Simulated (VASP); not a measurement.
# Zn (P6_3/mmc) in VASP: further runs, part 2 of 2

VASP 6.6.1.

## (3) Electric field gradients, LDA

INCAR

```
PREC = Accurate ; ENCUT = 520
EDIFF = 1E-8 ; ISMEAR = -1
SIGMA = 0.05 ; LREAL = False
LASPH = True ; NELM = 60
ALGO = Normal ; ISIF = 2
LWAVE = False ; LCHARG = False
LEFG = True ; NBANDS = 19
```

KPOINTS

```
Automatic mesh
0
Gamma
  14 14 7
```

POSCAR

```
Zn
1.0
    2.6647980532      0.0000000000      0.0000000000
   -1.3323990266      2.3077828100      0.0000000000
    0.0000000000      0.0000000000      4.9467000000
Zn
2
Direct
    0.3333333333      0.6666666667      0.2500000000
    0.6666666667      0.3333333333      0.7500000000
```

Potentials or basis: VASP PAW LDA potentials, release 64 (Zn).

The run is started by

```console
> cat potpaw_LDA.64/Zn/POTCAR > POTCAR
> mpirun -np 1 vasp_std > vasp.out
```

OUTCAR:

```text
PREC = Accurate
   ENCUT = 520
   EDIFF = 1E-8
   ISMEAR = -1
   LREAL = False
   LASPH = True
   NELM = 60
   ISIF = 2

 ion  position               nearest neighbor table
   1  0.333  0.667  0.250-   2 2.91   2 2.91   2 2.91   2 2.91   2 2.91   2 2.91
   2  0.667  0.333  0.750-   1 2.91   1 2.91   1 2.91   1 2.91   1 2.91   1 2.91

  LATTYP: Found a hexagonal cell.
 ALAT       =     2.6647980532
 C/A-ratio  =     1.8563132745

  Lattice vectors:

 A1 = (   2.6647980532,   0.0000000000,   0.0000000000)
 A2 = (  -1.3323990266,   2.3077828100,   0.0000000000)
 A3 = (   0.0000000000,   0.0000000000,   4.9467000000)

Analysis of symmetry for initial positions (statically):
=====================================================================
 Subroutine PRICEL returns:
 Original cell was already a primitive cell.

 Routine SETGRP: Setting up the symmetry group for a
 hexagonal supercell.

 Subroutine GETGRP returns: Found 24 space group operations
 (whereof 12 operations were pure point group operations)
 out of a pool of 24 trial point group operations.

The static configuration has the point symmetry D_3d.
 The point group associated with its full space group is D_6h.

Analysis of symmetry for dynamics (positions and initial velocities):
=====================================================================
 Subroutine PRICEL returns:
 Original cell was already a primitive cell.

 Routine SETGRP: Setting up the symmetry group for a
 hexagonal supercell.

 Subroutine GETGRP returns: Found 24 space group operations
 (whereof 12 operations were pure point group operations)
 out of a pool of 24 trial point group operations.

[... 159 lines left out ...]
      2      -5.7967      2.00000
      3      -5.1112      2.00000
      4      -4.8824      2.00000
      5      -4.8824      2.00000
      6      -4.8327      2.00000
[... 505 lines left out ...]
      6      -4.8777      2.00000
[... 11 lines left out ...]
     18      10.0060      0.00000
     19      12.1707      0.00000

 [... further k-points ...]

------------------------ aborting loop because EDIFF is reached ----------------------------------------

  FORCE on cell =-STRESS in cart. coord.  units (eV):
  Direction    XX          YY          ZZ          XY          YZ          ZX
  --------------------------------------------------------------------------------------
  -------------------------------------------------------------------------------------
  Total       -1.6714524     -1.6714524     -1.4192291      0.0000000     -0.0000000      0.0000000
  in kB      -88.0298132    -88.0298132    -74.7460579      0.0000000     -0.0000000      0.0000000
  external PRESSURE =     -83.6018948 kB  Pullay stress =       0.0000000 kB

 VOLUME and BASIS-vectors are now :
 -----------------------------------------------------------------------------
  energy-cutoff  :      520.00
  volume of cell :       30.42
      direct lattice vectors                 reciprocal lattice vectors
     2.664798053  0.000000000  0.000000000     0.375262958  0.216658170  0.000000000
    -1.332399027  2.307782810  0.000000000     0.000000000  0.433316340  0.000000000
     0.000000000  0.000000000  4.946700000     0.000000000  0.000000000  0.202154972

 POSITION                                       TOTAL-FORCE (eV/Angst)
 -----------------------------------------------------------------------------------
     -0.00000      1.53852      1.23667        -0.000000     -0.000000     -0.000000
      1.33240      0.76926      3.71002         0.000000      0.000000      0.000000
 -----------------------------------------------------------------------------------
    total drift:                               -0.000000      0.000000      0.000000

  FREE ENERGIE OF THE ION-ELECTRON SYSTEM (eV)
  ---------------------------------------------------
  free  energy   TOTEN  =        -3.6572792918 eV

  energy  without entropy=       -3.6524504617  energy(sigma->0) =       -3.65486488

 Electric field gradients (V/A^2)
---------------------------------------------------------------------
 ion       V_xx      V_yy      V_zz      V_xy      V_xz      V_yz
---------------------------------------------------------------------
   1     -19.912   -19.906    39.818     0.006     0.000    -0.000
   2     -19.912   -19.906    39.818     0.006    -0.000     0.000
---------------------------------------------------------------------

 Electric field gradients after diagonalization (V/A^2)
 (convention: |V_zz| > |V_xx| > |V_yy|)
----------------------------------------------------------------------
 ion       V_xx      V_yy      V_zz     asymmetry (V_yy - V_xx)/ V_zz
----------------------------------------------------------------------
   1     -19.916   -19.903    39.818       0.000
   2     -19.916   -19.903    39.818       0.000
----------------------------------------------------------------------

           NMR quadrupolar parameters

 Cq : quadrupolar parameter    Cq=e*Q*V_zz/h
 eta: asymmetry parameters     (V_yy - V_xx)/ V_zz
 Q  : nuclear electric quadrupole moment in mb (millibarn)
----------------------------------------------------------------------
 ion       Cq(MHz)       eta       Q (mb)
----------------------------------------------------------------------
   1       0.096       0.000       1.000
   2       0.096       0.000       1.000
----------------------------------------------------------------------
```

OSZICAR:

```text
N       E                     dE             d eps       ncg     rms          rms(c)
DAV:   1     0.112609327777E+03    0.11261E+03   -0.12432E+04  3776   0.200E+03
DAV:   2     0.134744590157E+01   -0.11126E+03   -0.10799E+03  3660   0.296E+02
DAV:   3    -0.388165572514E+01   -0.52291E+01   -0.52083E+01  4110   0.704E+01
DAV:   4    -0.391396982999E+01   -0.32314E-01   -0.32305E-01  4039   0.580E+00
DAV:   5    -0.391401573855E+01   -0.45909E-04   -0.45908E-04  4006   0.197E-01    0.399E+00
DAV:   6    -0.368202421902E+01    0.23199E+00   -0.87032E-01  4038   0.197E+01    0.299E+00
DAV:   7    -0.366546497692E+01    0.16559E-01   -0.35160E-02  4588   0.317E+00    0.153E+00
DAV:   8    -0.365730260303E+01    0.81624E-02   -0.29679E-03  4949   0.695E-01    0.474E-02
DAV:   9    -0.365727549433E+01    0.27109E-04   -0.25089E-04  4720   0.184E-01    0.333E-02
DAV:  10    -0.365727935439E+01   -0.38601E-05   -0.15362E-05  3904   0.304E-02    0.270E-03
DAV:  11    -0.365727929115E+01    0.63241E-07   -0.74354E-07  4093   0.139E-02    0.187E-03
DAV:  12    -0.365727929182E+01   -0.67121E-09   -0.14144E-08  3397   0.111E-03
   1 F= -.36572793E+01 E0= -.36548649E+01  d E =-.482883E-02
```

It took 40 s on 1 thread of Intel Xeon 8259CL, shared host; peak memory 0.16 GiB.

What came out:

* Free energy: -3.6573 eV
* Pressure: -8.4 GPa
* Band gap on the k mesh: zero (bands 12 and 13 overlap by 4.48 eV)
* Largest electric field gradient by atom: Zn +39.8 V/Å²

Electric field gradients, principal values (V/Å²):
```
atom    least   middle  greatest (by size)
1 Zn  -19.903  -19.916              39.818
2 Zn  -19.903  -19.916              39.818
```

Caveat: the cell stands under tension; without QUAD_EFG the Cq values of the log hold for a quadrupole moment of 1 mb, not for the nuclei.

## (4) Electric field gradients, r2SCAN

POSCAR is that of step 3.

INCAR.step1

```
SYSTEM = Zn
PREC = Accurate
ENCUT = 520
ISMEAR = -1
SIGMA = 0.05
LREAL = .FALSE.
LASPH = .TRUE.
NELM = 80
NBANDS = 19
GGA = PE
ALGO = Normal
EDIFF = 1E-4
LWAVE = .TRUE.
LCHARG = .FALSE.
```

INCAR.step2

```
SYSTEM = Zn
PREC = Accurate
ENCUT = 520
EDIFF = 1E-8
ISMEAR = -1
SIGMA = 0.05
LREAL = .FALSE.
LASPH = .TRUE.
NELM = 80
ALGO = Normal
ISIF = 2
LWAVE = .FALSE.
LCHARG = .FALSE.
METAGGA = R2SCAN
LMIXTAU = .TRUE.
LEFG = .TRUE.
NBANDS = 19
ISTART = 1
```

KPOINTS

```
Automatic mesh
0
G
  14 14 7
  0 0 0
```

Potentials or basis: VASP PAW PBE potentials, release 64 (Zn).

The run is started by

```console
> cat potpaw_PBE.64/Zn/POTCAR > POTCAR
> cp INCAR.step1 INCAR
> mpirun -np 1 vasp_std > vasp.out
> cp INCAR.step2 INCAR
> mpirun -np 1 vasp_std > vasp.out
```

OUTCAR:

```text
SYSTEM = Zn
   PREC = Accurate
   ENCUT = 520
   EDIFF = 1E-8
   ISMEAR = -1
   LREAL = .FALSE.
   LASPH = .TRUE.
   NELM = 80
   ISIF = 2
   METAGGA = R2SCAN
   ISTART = 1

 ion  position               nearest neighbor table
   1  0.333  0.667  0.250-   2 2.91   2 2.91   2 2.91   2 2.91   2 2.91   2 2.91
   2  0.667  0.333  0.750-   1 2.91   1 2.91   1 2.91   1 2.91   1 2.91   1 2.91

  LATTYP: Found a hexagonal cell.
 ALAT       =     2.6647980532
 C/A-ratio  =     1.8563132745

  Lattice vectors:

 A1 = (   2.6647980532,   0.0000000000,   0.0000000000)
 A2 = (  -1.3323990266,   2.3077828100,   0.0000000000)
 A3 = (   0.0000000000,   0.0000000000,   4.9467000000)

Analysis of symmetry for initial positions (statically):
=====================================================================
 Subroutine PRICEL returns:
 Original cell was already a primitive cell.

 Routine SETGRP: Setting up the symmetry group for a
 hexagonal supercell.

 Subroutine GETGRP returns: Found 24 space group operations
 (whereof 12 operations were pure point group operations)
 out of a pool of 24 trial point group operations.

The static configuration has the point symmetry D_3d.
 The point group associated with its full space group is D_6h.

Analysis of symmetry for dynamics (positions and initial velocities):
=====================================================================
 Subroutine PRICEL returns:
 Original cell was already a primitive cell.

 Routine SETGRP: Setting up the symmetry group for a
 hexagonal supercell.

 Subroutine GETGRP returns: Found 24 space group operations
 (whereof 12 operations were pure point group operations)
 out of a pool of 24 trial point group operations.

The dynamic configuration has the point symmetry D_3d.
 The point group associated with its full space group is D_6h.

 Subroutine INISYM returns: Found 24 space group operations
 (whereof 12 operations are pure point group operations),
 and found     1 'primitive' translations

----------------------------------------------------------------------------------------

                                     Primitive cell

  volume of cell :      30.4211

  direct lattice vectors                    reciprocal lattice vectors
     2.664798053  0.000000000  0.000000000     0.375262958  0.216658170  0.000000000
    -1.332399027  2.307782810  0.000000000     0.000000000  0.433316340  0.000000000
     0.000000000  0.000000000  4.946700000     0.000000000  0.000000000  0.202154972

  length of vectors
     2.664798053  2.664798053  4.946700000     0.433316340  0.433316340  0.202154972

  position of ions in fractional coordinates (direct lattice)
     0.333333333  0.666666667  0.250000000
     0.666666667  0.333333333  0.750000000

  ion indices of the primitive-cell ions
   primitive index   ion index
                 1           1
                 2           2

[... 77 lines left out ...]
   ISIF   =      2    stress and relaxation
   ISYM   =      2    0-nonsym 1-usesym 2-fastsym
   POTIM  = 0.5000    time-step for ionic-motion
   TEBEG  =    0.0;   TEEND  =   0.0 temperature during run
   PSTRESS=    0.0 pullay stress
   NELECT =      24.0000    total number of electrons
   NUPDOWN=      -1.0000    fix difference up-down
   EMIN   =  10.00;   EMAX   =-10.00  energy-range for DOS
   EFERMI =   0.00;   METHOD = LEGACY
   ISMEAR =    -1;   SIGMA  =   0.05  broadening in eV -4-tet -1-fermi 0-gaus
   EFERMI_NEDOS =   21; number of points for ismear=-14 and -15
   IALGO  =     38    algorithm
   IMIX   =      4    mixing-type and parameters
     AMIX     =   0.40;   BMIX     =  1.00
     AMIX_MAG =   1.60;   BMIX_MAG =  1.00
  volume/ion in A,a.u.               =      15.21       102.65
  Fermi-wavevector in a.u.,A,eV,Ry     =   1.512703  2.858594 31.133805  2.288270
  Thomas-Fermi vector in A             =   2.622592
   LORBIT       =      0    0 simple, 1 ext, 2 COOP (PROOUT), +10 PAW based schemes
   METAGGA = R2SCAN    functional components
   LHFCALC =     F    Hartree Fock is set to
   AEXX    =    0.0000 exact exchange contribution
   IVDW    =     0    specifies the selected vdW correction
   LEPSILON=     F    determine dielectric tensor
   LRPA    =     F    only Hartree local field effects (RPA)
 non-spin polarized calculation
  energy-cutoff  :      520.00
  volume of cell :       30.42
 maximum number of plane-waves:       841
 NGX is ok and might be reduce to    20
   NGX =  9   NGY =  9   NGZ = 19

 number of electron      24.0000012 magnetization

 Free energy of the ion-electron system (eV)
  ---------------------------------------------------
  ext. energy  EPLUGINS =         0.00000000
  ---------------------------------------------------
  free energy    TOTEN  =       -17.77066333 eV

  energy without entropy =      -17.76680426  energy(sigma->0) =      -17.76873380

 E-fermi :   2.9451     XC(G=0): -12.6316

 val. band max:        2.9246280464   @ k =   0.2143   0.1429   0.0000
 cond. band min:       2.9686744163   @ k =   0.2143   0.0000   0.1429
 fundamental gap:      0.0440463699
 Fermi energy:         2.9451128248

 k-point     1 :       0.0000    0.0000    0.0000
  band No.  band energies     occupation
      1      -7.8848      2.00000
      2      -5.9877      2.00000
      3      -5.2493      2.00000
      4      -5.0097      2.00000
      5      -5.0095      2.00000
      6      -4.9585      2.00000
[... 505 lines left out ...]
      6      -5.0203      2.00000
[... 11 lines left out ...]
     18      10.6694      0.00000
     19      12.5656      0.00000

 [... further k-points ...]

------------------------ aborting loop because EDIFF is reached ----------------------------------------

  FORCE on cell =-STRESS in cart. coord.  units (eV):
  Direction    XX          YY          ZZ          XY          YZ          ZX
  --------------------------------------------------------------------------------------
  -------------------------------------------------------------------------------------
  Total       -0.7583938     -0.7583938     -0.8444682      0.0000000     -0.0000000      0.0000000
  in kB      -39.9420660    -39.9420660    -44.4753215      0.0000000     -0.0000000      0.0000000
  external PRESSURE =     -41.4531512 kB  Pullay stress =       0.0000000 kB

 VOLUME and BASIS-vectors are now :
 -----------------------------------------------------------------------------
  energy-cutoff  :      520.00
  volume of cell :       30.42
      direct lattice vectors                 reciprocal lattice vectors
     2.664798053  0.000000000  0.000000000     0.375262958  0.216658170  0.000000000
    -1.332399027  2.307782810  0.000000000     0.000000000  0.433316340  0.000000000
     0.000000000  0.000000000  4.946700000     0.000000000  0.000000000  0.202154972

 POSITION                                       TOTAL-FORCE (eV/Angst)
 -----------------------------------------------------------------------------------
     -0.00000      1.53852      1.23667        -0.000000     -0.000000     -0.000000
      1.33240      0.76926      3.71002         0.000000      0.000000      0.000000
 -----------------------------------------------------------------------------------
    total drift:                               -0.000000      0.000000      0.000000

  FREE ENERGIE OF THE ION-ELECTRON SYSTEM (eV)
  ---------------------------------------------------
  free  energy   TOTEN  =       -17.7706633345 eV

  energy  without entropy=      -17.7668042591  energy(sigma->0) =      -17.76873380

 Electric field gradients (V/A^2)
---------------------------------------------------------------------
 ion       V_xx      V_yy      V_zz      V_xy      V_xz      V_yz
---------------------------------------------------------------------
   1     -20.836   -20.829    41.665     0.006     0.000    -0.000
   2     -20.836   -20.829    41.665     0.006    -0.000     0.000
---------------------------------------------------------------------

 Electric field gradients after diagonalization (V/A^2)
 (convention: |V_zz| > |V_xx| > |V_yy|)
----------------------------------------------------------------------
 ion       V_xx      V_yy      V_zz     asymmetry (V_yy - V_xx)/ V_zz
----------------------------------------------------------------------
   1     -20.839   -20.826    41.665       0.000
   2     -20.839   -20.826    41.665       0.000
----------------------------------------------------------------------

           NMR quadrupolar parameters

 Cq : quadrupolar parameter    Cq=e*Q*V_zz/h
 eta: asymmetry parameters     (V_yy - V_xx)/ V_zz
 Q  : nuclear electric quadrupole moment in mb (millibarn)
----------------------------------------------------------------------
 ion       Cq(MHz)       eta       Q (mb)
----------------------------------------------------------------------
   1       0.101       0.000       1.000
   2       0.101       0.000       1.000
----------------------------------------------------------------------
```

It took 3.9 min on 1 thread of Intel Xeon 8259CL, shared host; peak memory 0.18 GiB.

Results:

```
Free energy                             : -17.7707 eV
Pressure                                : -4.1 GPa
Band gap on the k mesh                  : zero (bands 12 and 13 overlap by 4.59 eV)
Largest electric field gradient by atom : Zn +41.7 V/Å²
```

Stress tensor (GPa, compression positive):
```
-3.99  0.00  0.00
 0.00 -3.99  0.00
 0.00  0.00 -4.45
```

Levels at points of the mesh, in eV from the Fermi level:
```csv
k point,band 9,band 10,band 11,band 12,band 13,band 14,band 15,band 16
"(0.00, 0.00, 0.00)",-7.58,-7.37,-7.37,-3.76,-3.09,14.41,17.95,18.46
"(0.50, 0.00, 0.00)",-7.18,-7.16,-2.96,-2.21,2.84,3.78,4.46,5.99
```

Electric field gradients, principal values (V/Å²):
```tsv
atom	least	middle	greatest (by size)
1 Zn	-20.826	-20.839	41.665
2 Zn	-20.826	-20.839	41.665
```

Caveat: the cell stands under tension; without QUAD_EFG the Cq values of the log hold for a quadrupole moment of 1 mb, not for the nuclei; the PAW data sets were made with another functional, which shifts forces and pressure a little.

## (5) Overview

```tsv
level	potentials or basis	gap on the mesh (eV)	pressure (GPa)
PBE	VASP PAW PBE potentials, release 64 (Zn)	none	0.0
LDA	VASP PAW LDA potentials, release 64 (Zn)	none	-8.4
r2SCAN	VASP PAW PBE potentials, release 64 (Zn)	none	-4.1
```

Alike in all rows: task electric field gradients; no spin polarisation; cell as given; k mesh 14 × 14 × 7; cutoff (eV) 520; smearing fermi-dirac 0.05 eV.

Caveats: the cell stands under tension (at least some runs); the PAW data sets were made with another functional, which shifts forces and pressure a little (at least some runs).

Absolute energies hang on the potentials; compare differences alone.
